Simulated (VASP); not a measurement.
# Ge (Fd-3m) in VASP: a series of runs

Aim: see how the results for Ge move with the level of theory and the settings. Levels: PBE+D3(BJ), PBE. Tasks: single point, relaxation of cell and atoms.

Program: VASP 6.6.1. These are calculated values, not measurements. Logs are shortened: lines on timing, memory, paths and dates and some standing lists are left out, and cuts for length are marked.

## (1) The cell of the first run

Symmetry: Fd-3m, No. 227, cubic system. Conventional cell: a = 5.449 Å, b = 5.449 Å, c = 5.449 Å, α = 90.00°, β = 90.00°, γ = 90.00°. Within 3.1 Å of Ge (site symmetry -43m) lie 4 Ge at 2.36 Å.

## (2) Single point, PBE+D3(BJ), collinear spin, ferromagnetic start

Contents of INCAR:

```
SYSTEM = Ge
PREC = Accurate
ENCUT = 520
EDIFF = 1E-6
ISMEAR = 0
SIGMA = 0.1
LREAL = .False.
LASPH = .True.
NELM = 150
ALGO = Normal
ISIF = 2
LWAVE = .False.
LCHARG = .True.
ISPIN = 2
MAGMOM = 2 4
LORBIT = 11
GGA = PE
IVDW = 12
LELF = .True.
LVHAR = .True.
NBANDS = 25
```

Contents of KPOINTS:

```
Automatic mesh
0
Gamma
  12 12 12
  0 0 0
```

Contents of POSCAR:

```
Ge
1.0
    0.0000000000      2.7242552391      2.7242552391
    2.7242552391      0.0000000000      2.7242552391
    2.7242552391      2.7242552391      0.0000000000
Ge
2
Direct
    0.5000000000      0.5000000000      0.5000000000
    0.7500000000      0.7500000000      0.7500000000
```

Potentials or basis: VASP PAW PBE potentials, release 64 (Ge_d).

Started as:

```sh
> cat potpaw_PBE.64/Ge_d/POTCAR > POTCAR
> mpirun -np 1 vasp_std > vasp.out
```

OUTCAR:

```text
SYSTEM = Ge
   PREC = Accurate
   ENCUT = 520
   EDIFF = 1E-6
   ISMEAR = 0
   LREAL = .False.
   LASPH = .True.
   NELM = 150
   ISIF = 2
   ISPIN = 2
   LORBIT = 11
   GGA = PE
   IVDW = 12
 IVDW          = 12

 ion  position               nearest neighbor table
   1  0.500  0.500  0.500-   2 2.36   2 2.36   2 2.36   2 2.36
   2  0.750  0.750  0.750-   1 2.36   1 2.36   1 2.36   1 2.36

  LATTYP: Found a face centered cubic cell.
 ALAT       =     5.4485104782

  Lattice vectors:

 A1 = (   0.0000000000,   2.7242552391,   2.7242552391)
 A2 = (   2.7242552391,   0.0000000000,   2.7242552391)
 A3 = (   2.7242552391,   2.7242552391,   0.0000000000)

Analysis of symmetry for initial positions (statically):
=====================================================================
 Subroutine PRICEL returns:
 Original cell was already a primitive cell.

 Routine SETGRP: Setting up the symmetry group for a
 face centered cubic supercell.

 Subroutine GETGRP returns: Found 48 space group operations
 (whereof 24 operations were pure point group operations)
 out of a pool of 48 trial point group operations.

The static configuration has the point symmetry T_d .
 The point group associated with its full space group is O_h .

Analysis of symmetry for dynamics (positions and initial velocities):
=====================================================================
 Subroutine PRICEL returns:
 Original cell was already a primitive cell.

 Routine SETGRP: Setting up the symmetry group for a
 face centered cubic supercell.

 Subroutine GETGRP returns: Found 48 space group operations
 (whereof 24 operations were pure point group operations)
 out of a pool of 48 trial point group operations.

The dynamic configuration has the point symmetry T_d .
 The point group associated with its full space group is O_h .

Analysis of structural, dynamic, and magnetic symmetry:
=====================================================================
 Subroutine PRICEL returns:
 Original cell was already a primitive cell.

 Routine SETGRP: Setting up the symmetry group for a
 face centered cubic supercell.

 Subroutine GETGRP returns: Found 24 space group operations
 (whereof 24 operations were pure point group operations)
 out of a pool of 48 trial point group operations.

The overall configuration has the point symmetry T_d .

 Subroutine INISYM returns: Found 24 space group operations
 (whereof 24 operations are pure point group operations),
 and found     1 'primitive' translations

----------------------------------------------------------------------------------------

                                     Primitive cell

  volume of cell :      40.4365
[... 115 lines left out ...]
   LHFCALC =     F    Hartree Fock is set to
   AEXX    =    0.0000 exact exchange contribution
   IVDW    =    12    specifies the selected vdW correction
   LEPSILON=     F    determine dielectric tensor
   LRPA    =     F    only Hartree local field effects (RPA)
 spin polarized calculation
 Gauss-broadening in eV      SIGMA  =   0.10
  energy-cutoff  :      520.00
  volume of cell :       40.44
 maximum number of plane-waves:      1113
 NGX is ok and might be reduce to    30
   NGX = 15   NGY = 15   NGZ = 15

 number of electron      27.9999979 magnetization       0.0011505

 number of electron      27.9999979 magnetization      -0.0000062

 Free energy of the ion-electron system (eV)
  ---------------------------------------------------
  ext. energy  EPLUGINS =         0.00000000
  ---------------------------------------------------
  free energy    TOTEN  =        -8.74832303 eV

  energy without entropy =       -8.74831704  energy(sigma->0) =       -8.74832004

 E-fermi :   6.3546     XC(G=0): -10.4740

 val. band max:        6.1669051199   @ k =   0.0000   0.0000   0.0000
 cond. band min:       6.5581771462   @ k =   0.4167   0.4167   0.0000
 fundamental gap:      0.3912720263
 Fermi energy:         6.3545565627

 spin component 1

 k-point     1 :       0.0000    0.0000    0.0000
  band No.  band energies     occupation
      1     -18.8487      1.00000
      2     -18.8487      1.00000
      3     -18.8487      1.00000
      4     -18.8030      1.00000
      5     -18.8030      1.00000
      6     -18.5229      1.00000
[... 661 lines left out ...]
     24      22.2770      0.00000
     25      24.6571      0.00000

 [... further k-points ...]

 spin component 2

 k-point     1 :       0.0000    0.0000    0.0000
  band No.  band energies     occupation
      1     -18.8486      1.00000
      2     -18.8486      1.00000
      3     -18.8486      1.00000
      4     -18.8028      1.00000
      5     -18.8028      1.00000
      6     -18.5228      1.00000
[... 661 lines left out ...]
     24      22.2770      0.00000
     25      24.6572      0.00000

 [... further k-points ...]

------------------------ aborting loop because EDIFF is reached ----------------------------------------

 Edisp (eV)   -0.66782

 E8    (eV) :    -0.2996

  FORCE on cell =-STRESS in cart. coord.  units (eV):
  Direction    XX          YY          ZZ          XY          YZ          ZX
  --------------------------------------------------------------------------------------
  -------------------------------------------------------------------------------------
  Total       3.00419     3.00419     3.00419    -0.00000     0.00000    -0.00000
  in kB     119.03232   119.03232   119.03232    -0.00000     0.00000    -0.00000
  external pressure =      119.03 kB  Pullay stress =        0.00 kB

 VOLUME and BASIS-vectors are now :
 -----------------------------------------------------------------------------
  energy-cutoff  :      520.00
  volume of cell :       40.44
      direct lattice vectors                 reciprocal lattice vectors
     0.000000000  2.724255239  2.724255239    -0.183536400  0.183536400  0.183536400
     2.724255239  0.000000000  2.724255239     0.183536400 -0.183536400  0.183536400
     2.724255239  2.724255239  0.000000000     0.183536400  0.183536400 -0.183536400

 POSITION                                       TOTAL-FORCE (eV/Angst)
 -----------------------------------------------------------------------------------
      2.72426      2.72426      2.72426         0.000000      0.000000      0.000000
      4.08638      4.08638      4.08638        -0.000000     -0.000000     -0.000000
 -----------------------------------------------------------------------------------
    total drift:                               -0.000000     -0.000000     -0.000000

  FREE ENERGIE OF THE ION-ELECTRON SYSTEM (eV)
  ---------------------------------------------------
  free  energy   TOTEN  =        -9.4161407459 eV

  energy  without entropy=       -9.4161347517  energy(sigma->0) =       -9.41613775

 total charge

# of ion       s       p       d       tot
------------------------------------------
    1        1.123   1.392  10.044  12.559
    2        1.123   1.392  10.044  12.559
--------------------------------------------------
tot          2.247   2.783  20.088  25.118

 magnetization (x)

# of ion       s       p       d       tot
------------------------------------------
    1        0.000   0.000   0.000   0.000
    2        0.000  -0.000  -0.000  -0.000
--------------------------------------------------
tot          0.000  -0.000  -0.000   0.000
```

OSZICAR:

```text
N       E                     dE             d eps       ncg     rms          rms(c)
DAV:   1     0.197219340514E+03    0.19722E+03   -0.13551E+04  9142   0.321E+03
DAV:   2     0.237717774202E+02   -0.17345E+03   -0.16486E+03  7360   0.573E+02
DAV:   3    -0.425991630015E+01   -0.28032E+02   -0.27770E+02  8087   0.127E+02
DAV:   4    -0.512590862526E+01   -0.86599E+00   -0.86538E+00  8176   0.253E+01
DAV:   5    -0.513784447825E+01   -0.11936E-01   -0.11935E-01  8462   0.329E+00    0.286E+01
DAV:   6    -0.825150120595E+01   -0.31137E+01   -0.67406E-01 10100   0.227E+01    0.121E+01
DAV:   7    -0.876279151626E+01   -0.51129E+00   -0.29438E-01  8821   0.109E+01    0.173E+00
DAV:   8    -0.874719818600E+01    0.15593E-01   -0.43845E-02  8785   0.236E+00    0.912E-01
DAV:   9    -0.874798249989E+01   -0.78431E-03   -0.10359E-02  9068   0.187E+00    0.175E-01
DAV:  10    -0.874804152880E+01   -0.59029E-04   -0.11229E-03  9634   0.621E-01    0.695E-02
DAV:  11    -0.874830639272E+01   -0.26486E-03   -0.22884E-04  8659   0.313E-01    0.354E-02
DAV:  12    -0.874833012689E+01   -0.23734E-04   -0.77370E-05  8587   0.115E-01    0.133E-02
DAV:  13    -0.874832259419E+01    0.75327E-05   -0.38671E-06  7322   0.633E-02    0.432E-03
DAV:  14    -0.874832303438E+01   -0.44019E-06   -0.99360E-07  5875   0.130E-02
   1 F= -.94161407E+01 E0= -.94161377E+01  d E =-.599418E-05  mag=     0.0001
```

Run time: 69 s. Hardware: 1 thread of Intel Xeon 6975P-C (Granite Rapids), shared host; peak memory 0.25 GiB.

What came out:

```yaml
Free_energy: -9.4161 eV
Pressure: 11.9 GPa
Band_gap_on_the_k_mesh: 0.39 eV, indirect (least direct gap 1.11 eV)
Net_moment: 0.00 μB per cell
Valence_electrons_inside_the_program's_atomic_spheres: Ge 12.56
Dispersion_energy_per_atom: -0.334 eV
```

Levels at points of the mesh, in eV from the valence-band top:
Spin up:
| k point | band 11 | band 12 | band 13 | band 14 | band 15 | band 16 | band 17 | band 18 |
| --- | --- | --- | --- | --- | --- | --- | --- | --- |
| (0.00, 0.00, 0.00) | -13.69 | 0.00 | 0.00 | 0.00 | 1.11 | 2.59 | 2.59 | 2.59 |
| (0.50, 0.00, 0.00) | -11.31 | -8.19 | -1.59 | -1.59 | 0.55 | 3.79 | 3.79 | 7.15 |
| (0.50, 0.50, 0.00) | -9.35 | -9.35 | -3.50 | -3.50 | 0.58 | 0.58 | 10.49 | 10.49 |
Spin down:
| k point | band 10 | band 11 | band 12 | band 13 | band 14 | band 15 | band 16 | band 17 | band 18 | band 19 |
| --- | --- | --- | --- | --- | --- | --- | --- | --- | --- | --- |
| (0.00, 0.00, 0.00) | -24.66 | -13.69 | 0.00 | 0.00 | 0.00 | 1.11 | 2.59 | 2.59 | 2.59 | 6.69 |
| (0.50, 0.00, 0.00) | -24.63 | -11.31 | -8.19 | -1.59 | -1.59 | 0.55 | 3.79 | 3.79 | 7.15 | 11.34 |
| (0.50, 0.50, 0.00) | -24.61 | -9.35 | -9.35 | -3.50 | -3.50 | 0.58 | 0.58 | 10.49 | 10.49 | 12.81 |

## (3) Relaxation of cell and atoms, PBE, target pressure 25 GPa, at which the enthalpy is minimised

This run uses another cell than the first one, of 19.11 Å³/atom, 0.945 times its volume.

Contents of INCAR:

```
SYSTEM = Ge
PREC = Accurate
ENCUT = 600
EDIFF = 1E-6
ISMEAR = 0
SIGMA = 0.1
LREAL = .FALSE.
LASPH = .TRUE.
NELM = 100
ALGO = Normal
ISIF = 3
LWAVE = .FALSE.
LCHARG = .FALSE.
GGA = PE
IBRION = 2
NSW = 70
EDIFFG = -0.008
PSTRESS = 250.0
```

Contents of KPOINTS:

```
Automatic mesh
0
G
  14 14 14
  0 0 0
```

Contents of POSCAR:

```
Ge
1.0
    0.0000000000      2.6733893975      2.6733893975
    2.6733893975      0.0000000000      2.6733893975
    2.6733893975      2.6733893975      0.0000000000
Ge
2
Direct
    0.5000000000      0.5000000000      0.5000000000
    0.7500000000      0.7500000000      0.7500000000
```

Potentials or basis: VASP PAW PBE potentials, release 64 (Ge_d).

Started as:

```sh
> cat potpaw_PBE.64/Ge_d/POTCAR > POTCAR
> mpirun -np 1 vasp_std > vasp.out
```

Wall time 2.3 min (1 thread of Intel Xeon 6975P-C (Granite Rapids), shared host); peak memory 0.22 GiB.

It converged, with:

- Free energy: -8.3970 eV
- Relaxed volume: 18.78 Å³/atom
- Relaxed cell: a = 3.759 Å, b = 3.759 Å, c = 3.759 Å, α = 60.00°, β = 60.00°, γ = 60.00°
- Space group after relaxing (to 0.05 Å): Fd-3m (No. 227)
- Energy change on relaxing (the enthalpy is what falls): +48.1 meV/atom
- Ionic steps: 8
- Pressure after relaxing: 25.1 GPa
- Band gap on the k mesh: 0.26 eV, indirect (least direct gap 1.86 eV)

The path:
```csv
step,energy change (eV),largest force (eV/Å),pressure (GPa),volume (Å³)
1,0.0000,0.0000,22.46,38.21
2,0.2677,0.0000,29.87,36.57
3,0.0894,0.0000,25.20,37.61
4,0.0828,0.0000,24.70,37.65
5,0.0868,0.0000,24.65,37.63
6,0.0910,0.0000,24.72,37.60
7,0.1038,0.0000,25.40,37.52
8,0.0963,0.0000,25.06,37.57
```

Final structure:
```
CELL_PARAMETERS angstrom
0.00000 2.65820 2.65820
2.65820 0.00000 2.65820
2.65820 2.65820 0.00000
ATOMIC_POSITIONS crystal
Ge 0.50000 0.50000 0.50000
Ge 0.75000 0.75000 0.75000
```

Levels at points of the mesh, in eV from the valence-band top:
```csv
k point,band 11,band 12,band 13,band 14,band 15,band 16,band 17,band 18
"(0.00, 0.00, 0.00)",-14.36,0.00,0.00,0.00,1.86,2.60,2.60,2.60
"(0.50, 0.00, 0.00)",-11.76,-8.64,-1.73,-1.73,0.82,3.79,3.79,7.13
"(0.50, 0.50, 0.00)",-9.71,-9.71,-3.80,-3.80,0.44,0.44,11.14,11.14
```

Caveat: the cell is relaxed towards a set pressure, so the enthalpy falls and the energy may rise.
